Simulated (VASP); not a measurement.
# Nb (P6_3/mmc) in VASP: further runs

The runs below take Nb through single point, with LDA.

All numbers are computed with VASP 6.6.1; they aren't measurements. Logs are shortened: lines on timing, memory, paths and dates and some standing lists are left out, and cuts for length are marked.

## Step 1: The cell of the first run

It takes space group P6_3/mmc (No. 194, hexagonal). The conventional cell has a = 2.240 Å, b = 2.240 Å, c = 3.654 Å, α = 90.00°, β = 90.00°, γ = 120.00°. Nb (site symmetry -6m2) has 12 Nb at 2.24 Å within 3.0 Å.

This isn't the form of Nb at room conditions, which is bcc.

## Step 2: Single point, LDA (7.94 Å³/atom)

INCAR

```
SYSTEM = Nb
ALGO = Normal
EDIFF = 1E-6
ENCUT = 520
GGA = CA
ISIF = 2
ISMEAR = -1
LASPH = .True.
LCHARG = .False.
LREAL = .False.
LWAVE = .False.
NBANDS = 20
NELM = 80
PREC = Accurate
SIGMA = 0.05
```

KPOINTS

```
k-points
0
Gamma
  15 15 8
  0 0 0
```

POSCAR

```
Nb
1.0
    2.2395656866      0.0000000000      0.0000000000
   -1.1197828433      1.9395207780      0.0000000000
    0.0000000000      0.0000000000      3.6544913887
Nb
2
Direct
    0.3333333333      0.6666666667      0.2500000000
    0.6666666667      0.3333333333      0.7500000000
```

Potentials or basis: VASP PAW LDA potentials, release 64 (Nb_sv).

Command:

```bash
cat potpaw_LDA.64/Nb_sv/POTCAR > POTCAR
mpirun -np 1 vasp_std > vasp.out
```

OUTCAR:

```text
SYSTEM = Nb
   EDIFF = 1E-6
   ENCUT = 520
   GGA = CA
   ISIF = 2
   ISMEAR = -1
   LASPH = .True.
   LREAL = .False.
   NELM = 80
   PREC = Accurate

 ion  position               nearest neighbor table
   1  0.333  0.667  0.250-   2 2.24   2 2.24   2 2.24   2 2.24   2 2.24   2 2.24
   2  0.667  0.333  0.750-   1 2.24   1 2.24   1 2.24   1 2.24   1 2.24   1 2.24

  LATTYP: Found a hexagonal cell.
 ALAT       =     2.2395656866
 C/A-ratio  =     1.6317857568

  Lattice vectors:

 A1 = (   2.2395656866,   0.0000000000,   0.0000000000)
 A2 = (  -1.1197828433,   1.9395207780,   0.0000000000)
 A3 = (   0.0000000000,   0.0000000000,   3.6544913887)

Analysis of symmetry for initial positions (statically):
=====================================================================
 Subroutine PRICEL returns:
 Original cell was already a primitive cell.

 Routine SETGRP: Setting up the symmetry group for a
 hexagonal supercell.

 Subroutine GETGRP returns: Found 24 space group operations
 (whereof 12 operations were pure point group operations)
 out of a pool of 24 trial point group operations.

The static configuration has the point symmetry D_3d.
 The point group associated with its full space group is D_6h.

Analysis of symmetry for dynamics (positions and initial velocities):
=====================================================================
 Subroutine PRICEL returns:
 Original cell was already a primitive cell.

 Routine SETGRP: Setting up the symmetry group for a
 hexagonal supercell.

 Subroutine GETGRP returns: Found 24 space group operations
 (whereof 12 operations were pure point group operations)
 out of a pool of 24 trial point group operations.

The dynamic configuration has the point symmetry D_3d.
 The point group associated with its full space group is D_6h.

 Subroutine INISYM returns: Found 24 space group operations
 (whereof 12 operations are pure point group operations),
 and found     1 'primitive' translations

----------------------------------------------------------------------------------------

                                     Primitive cell

  volume of cell :      15.8740

  direct lattice vectors                    reciprocal lattice vectors
     2.239565687  0.000000000  0.000000000     0.446515146  0.257795640  0.000000000
    -1.119782843  1.939520778  0.000000000     0.000000000  0.515591280  0.000000000
     0.000000000  0.000000000  3.654491389     0.000000000  0.000000000  0.273635889

  length of vectors
     2.239565687  2.239565687  3.654491389     0.515591280  0.515591280  0.273635889

  position of ions in fractional coordinates (direct lattice)
     0.333333333  0.666666667  0.250000000
     0.666666667  0.333333333  0.750000000

  ion indices of the primitive-cell ions
   primitive index   ion index
                 1           1
                 2           2

----------------------------------------------------------------------------------------

 KPOINTS: k-points

Automatic generation of k-mesh.
 Grid dimensions read from file:
 generate k-points for:   15   15    8

 Generating k-lattice:

  Cartesian coordinates                     Fractional coordinates (reciprocal lattice)
     0.029767676  0.017186376  0.000000000     0.066666667  0.000000000  0.000000000
     0.000000000  0.034372752  0.000000000     0.000000000  0.066666667  0.000000000
     0.000000000  0.000000000  0.034204486     0.000000000  0.000000000  0.125000000

  Length of vectors
     0.034372752  0.034372752  0.034204486

  Shift w.r.t. Gamma in fractional coordinates (k-lattice)
     0.000000000  0.000000000  0.000000000

 Subroutine IBZKPT returns following result:
 ===========================================

 Found    135 irreducible k-points:

 Following reciprocal coordinates:
            Coordinates               Weight
  0.000000  0.000000  0.000000      1.000000
  0.066667  0.000000  0.000000      6.000000
  0.133333  0.000000  0.000000      6.000000
  0.200000 -0.000000  0.000000      6.000000
  0.266667  0.000000  0.000000      6.000000
  0.333333 -0.000000  0.000000      6.000000
[... 16 lines left out ...]
  0.333333  0.200000  0.000000     12.000000
  0.400000  0.200000  0.000000      6.000000
 [... further k-points ...]
   k-points           NKPTS =    135   k-points in BZ     NKDIM =    135   number of bands    NBANDS=     20
   number of dos      NEDOS =    301   number of ions     NIONS =      2
   total plane-waves  NPLWV =   9072
   dimension x,y,z NGX =    18 NGY =   18 NGZ =   28
   dimension x,y,z NGXF=    36 NGYF=   36 NGZF=   56
   ions per type =               2
   NGX,Y,Z   is equivalent  to a cutoff of  13.36, 13.36, 12.74 a.u.
   NGXF,Y,Z  is equivalent  to a cutoff of  26.72, 26.72, 25.47 a.u.
 SYSTEM =  Nb
   PREC   = accura    normal or accurate (medium, high low for compatibility)
   ISTART =      0    job   : 0-new  1-cont  2-samecut
   ICHARG =      2    charge: 1-file 2-atom 10-const
   ISPIN  =      1    spin polarized calculation?
   LNONCOLLINEAR =      F non collinear calculations
   LSORBIT =      F    spin-orbit coupling
   LASPH  =      T    aspherical Exc in radial PAW
   ENCUT  =  520.0 eV  38.22 Ry    6.18 a.u.   4.16  4.16  6.79*2*pi/ulx,y,z
   NELM   =     80;   NELMIN=  2; NELMDL= -5     # of ELM steps
   EDIFF  = 0.1E-05   stopping-criterion for ELM
   LREAL  =      F    real-space projection
   EDIFFG = 0.1E-04   stopping-criterion for IOM
   NSW    =      0    number of steps for IOM
   IBRION =     -1    ionic relax: 0-MD 1-quasi-New 2-CG
   NFREE  =      0    steps in history (QN), initial steepest desc. (CG)
   ISIF   =      2    stress and relaxation
   ISYM   =      2    0-nonsym 1-usesym 2-fastsym
   POTIM  = 0.5000    time-step for ionic-motion
   TEBEG  =    0.0;   TEEND  =   0.0 temperature during run
   PSTRESS=    0.0 pullay stress
   NELECT =      26.0000    total number of electrons
   NUPDOWN=      -1.0000    fix difference up-down
   EMIN   =  10.00;   EMAX   =-10.00  energy-range for DOS
   EFERMI =   0.00;   METHOD = LEGACY
   ISMEAR =    -1;   SIGMA  =   0.05  broadening in eV -4-tet -1-fermi 0-gaus
   EFERMI_NEDOS =   21; number of points for ismear=-14 and -15
   IALGO  =     38    algorithm
   IMIX   =      4    mixing-type and parameters
     AMIX     =   0.40;   BMIX     =  1.00
     AMIX_MAG =   1.60;   BMIX_MAG =  1.00
  volume/ion in A,a.u.               =       7.94        53.56
  Fermi-wavevector in a.u.,A,eV,Ry     =   1.929764  3.646725 50.667952  3.723989
  Thomas-Fermi vector in A             =   2.962143
   LORBIT       =      0    0 simple, 1 ext, 2 COOP (PROOUT), +10 PAW based schemes
   GGA     = CA    functional components
   LHFCALC =     F    Hartree Fock is set to
   AEXX    =    0.0000 exact exchange contribution
   IVDW    =     0    specifies the selected vdW correction
   LEPSILON=     F    determine dielectric tensor
   LRPA    =     F    only Hartree local field effects (RPA)
 non-spin polarized calculation
  energy-cutoff  :      520.00
  volume of cell :       15.87
 maximum number of plane-waves:       444
 NGX is ok and might be reduce to    18
   NGX =  9   NGY =  9   NGZ = 13

 number of electron      25.9999999 magnetization

 Free energy of the ion-electron system (eV)
  ---------------------------------------------------
  ext. energy  EPLUGINS =         0.00000000
  ---------------------------------------------------
  free energy    TOTEN  =        -2.21578710 eV

  energy without entropy =       -2.20861846  energy(sigma->0) =       -2.21220278

 E-fermi :  28.3162     XC(G=0): -17.5416

 val. band max:       28.2642926752   @ k =   0.3333   0.2667   0.2500
 cond. band min:      28.3279830972   @ k =   0.2000   0.1333   0.0000
 fundamental gap:      0.0636904220
 Fermi energy:        28.3162168338

 k-point     1 :       0.0000    0.0000    0.0000
  band No.  band energies     occupation
      1     -30.4151      2.00000
      2     -26.7169      2.00000
      3      -9.9102      2.00000
      4      -0.1448      2.00000
      5      -0.1448      2.00000
      6       1.2550      2.00000
[... 12 lines left out ...]
     19      36.3490      0.00000
     20      38.1398      0.00000

 k-point     2 :       0.0667    0.0000    0.0000
  band No.  band energies     occupation
      1     -30.3079      2.00000
      2     -26.6495      2.00000
      3      -9.7898      2.00000
      4      -0.6651      2.00000
      5      -0.3070      2.00000
      6       0.8436      2.00000
[... 12 lines left out ...]
     19      36.8104      0.00000
     20      40.7564      0.00000

 k-point     3 :       0.1333    0.0000    0.0000
  band No.  band energies     occupation
      1     -29.9921      2.00000
      2     -26.4578      2.00000
      3      -9.4335      2.00000
      4      -2.0140      2.00000
      5      -0.7233      2.00000
      6      -0.2716      2.00000
[... 12 lines left out ...]
     19      37.8367      0.00000
     20      43.7236      0.00000

 k-point     4 :       0.2000   -0.0000    0.0000
  band No.  band energies     occupation
      1     -29.4875      2.00000
      2     -26.1745      2.00000
      3      -8.8569      2.00000
      4      -3.7745      2.00000
      5      -1.8119      2.00000
      6      -1.2618      2.00000
[... 12 lines left out ...]
     19      38.9074      0.00000
     20      45.1660      0.00000

 k-point     5 :       0.2667    0.0000    0.0000
  band No.  band energies     occupation
      1     -28.8316      2.00000
      2     -25.8580      2.00000
      3      -8.0896      2.00000
      4      -5.5777      2.00000
      5      -3.4848      2.00000
      6      -1.8085      2.00000
[... 12 lines left out ...]
     19      39.7338      0.00000
     20      43.9046      0.00000
[... 353 lines left out ...]
      6      -2.7296      2.00000
[... 12 lines left out ...]
     19      41.2631      0.00000
     20      46.4077      0.00000

 k-point    22 :       0.2667    0.2000    0.0000
  band No.  band energies     occupation
      1     -27.2336      2.00000
      2     -25.4017      2.00000
      3      -7.1798      2.00000
      4      -6.4003      2.00000
      5      -6.0596      2.00000
      6      -3.7087      2.00000
[... 12 lines left out ...]
     19      44.0173      0.00000
     20      45.9299      0.00000

 k-point    23 :       0.3333    0.2000    0.0000
  band No.  band energies     occupation
      1     -26.6342      2.00000
      2     -25.4246      2.00000
      3      -7.9703      2.00000
      4      -6.4575      2.00000
      5      -5.1820      2.00000
      6      -4.5971      2.00000
[... 12 lines left out ...]
     19      45.3154      0.00000
     20      45.3265      0.00000

 k-point    24 :       0.4000    0.2000    0.0000
  band No.  band energies     occupation
      1     -26.3500      2.00000
      2     -25.4985      2.00000
      3      -8.2496      2.00000
      4      -6.3968      2.00000
      5      -4.9981      2.00000
      6      -4.7232      2.00000
[... 12 lines left out ...]
     19      45.0994      0.00000
     20      45.4621      0.00000

 [... further k-points ...]

------------------------ aborting loop because EDIFF is reached ----------------------------------------

  FORCE on cell =-STRESS in cart. coord.  units (eV):
  Direction    XX          YY          ZZ          XY          YZ          ZX
  --------------------------------------------------------------------------------------
  -------------------------------------------------------------------------------------
  Total       60.8119346     60.8119346     60.8420498      0.0000000     -0.0000000      0.0000000
  in kB     6137.8209876   6137.8209874   6140.8605557      0.0000000     -0.0000000      0.0000000
  external PRESSURE =    6138.8341769 kB  Pullay stress =       0.0000000 kB

 VOLUME and BASIS-vectors are now :
 -----------------------------------------------------------------------------
  energy-cutoff  :      520.00
  volume of cell :       15.87
      direct lattice vectors                 reciprocal lattice vectors
     2.239565687  0.000000000  0.000000000     0.446515146  0.257795640  0.000000000
    -1.119782843  1.939520778  0.000000000     0.000000000  0.515591280  0.000000000
     0.000000000  0.000000000  3.654491389     0.000000000  0.000000000  0.273635889

 POSITION                                       TOTAL-FORCE (eV/Angst)
 -----------------------------------------------------------------------------------
     -0.00000      1.29301      0.91362        -0.000000      0.000000      0.000000
      1.11978      0.64651      2.74087         0.000000     -0.000000      0.000000
 -----------------------------------------------------------------------------------
    total drift:                               -0.000000      0.000000     -0.000000

  FREE ENERGIE OF THE ION-ELECTRON SYSTEM (eV)
  ---------------------------------------------------
  free  energy   TOTEN  =        -2.2157871013 eV

  energy  without entropy=       -2.2086184583  energy(sigma->0) =       -2.21220278
```

Wall time 24 s (1 thread of AMD EPYC 9R45 (Zen 5), shared host); peak memory 0.11 GiB.

The run converged, but its numbers aren't listed here, since they failed a check.

Caveat: the cell stands under pressure.

## Step 3: Single point, LDA (7.94 Å³/atom)

INCAR

```
SYSTEM = Nb
ALGO = Normal
EDIFF = 1E-7
ENCUT = 520
ISIF = 2
ISMEAR = -1
LASPH = .True.
LCHARG = .True.
LELF = .True.
LREAL = .False.
LVHAR = .True.
LWAVE = .False.
NBANDS = 20
NELM = 80
PREC = Accurate
SIGMA = 0.05
```

KPOINTS is that of step 2.

POSCAR is that of step 2.

Potentials or basis: VASP PAW LDA potentials, release 64 (Nb_sv).

Command:

```bash
cat potpaw_LDA.64/Nb_sv/POTCAR > POTCAR
mpirun -np 1 vasp_std > vasp.out
```

OUTCAR:

```text
SYSTEM = Nb
   EDIFF = 1E-7
   ENCUT = 520
   ISIF = 2
   ISMEAR = -1
   LASPH = .True.
   LREAL = .False.
   NELM = 80
   PREC = Accurate

 ion  position               nearest neighbor table
   1  0.333  0.667  0.250-   2 2.24   2 2.24   2 2.24   2 2.24   2 2.24   2 2.24
   2  0.667  0.333  0.750-   1 2.24   1 2.24   1 2.24   1 2.24   1 2.24   1 2.24

  LATTYP: Found a hexagonal cell.
 ALAT       =     2.2395656866
 C/A-ratio  =     1.6317857568

  Lattice vectors:

[... 742 lines left out ...]

  FORCE on cell =-STRESS in cart. coord.  units (eV):
  Direction    XX          YY          ZZ          XY          YZ          ZX
  --------------------------------------------------------------------------------------
  -------------------------------------------------------------------------------------
  Total       60.8145354     60.8145354     60.8446236      0.0000000      0.0000000      0.0000000
  in kB     6138.0834877   6138.0834874   6141.1203298      0.0000000      0.0000000      0.0000000
  external PRESSURE =    6139.0957683 kB  Pullay stress =       0.0000000 kB

 VOLUME and BASIS-vectors are now :
 -----------------------------------------------------------------------------
  energy-cutoff  :      520.00
  volume of cell :       15.87
      direct lattice vectors                 reciprocal lattice vectors
     2.239565687  0.000000000  0.000000000     0.446515146  0.257795640  0.000000000
    -1.119782843  1.939520778  0.000000000     0.000000000  0.515591280  0.000000000
     0.000000000  0.000000000  3.654491389     0.000000000  0.000000000  0.273635889

 POSITION                                       TOTAL-FORCE (eV/Angst)
 -----------------------------------------------------------------------------------
     -0.00000      1.29301      0.91362         0.000000     -0.000000      0.000000
      1.11978      0.64651      2.74087        -0.000000      0.000000      0.000000
 -----------------------------------------------------------------------------------
    total drift:                               -0.000000      0.000000     -0.000000

  FREE ENERGIE OF THE ION-ELECTRON SYSTEM (eV)
  ---------------------------------------------------
  free  energy   TOTEN  =        -2.2157871267 eV

  energy  without entropy=       -2.2086184318  energy(sigma->0) =       -2.21220278
```

stdout:

```text
POSCAR found type information on POSCAR Nb
 POSCAR found :  1 types and       2 ions
 scaLAPACK will be used
 LDA part: xc-table for (Slater(with rela. corr.)+CA(PZ))
 , standard interpolation
 POSCAR, INCAR and KPOINTS ok, starting setup
 FFT: planning ... GRIDC
 FFT: planning ... GRID_SOFT
 FFT: planning ... GRID
 WAVECAR not read
 entering main loop
```

It took 26 s on 1 thread of AMD EPYC 9R45 (Zen 5), shared host; peak memory 0.11 GiB.

The run converged, but its numbers aren't listed here, since they failed a check.

Caveat: the cell stands under pressure.

(Continued in part 2 of 2.)
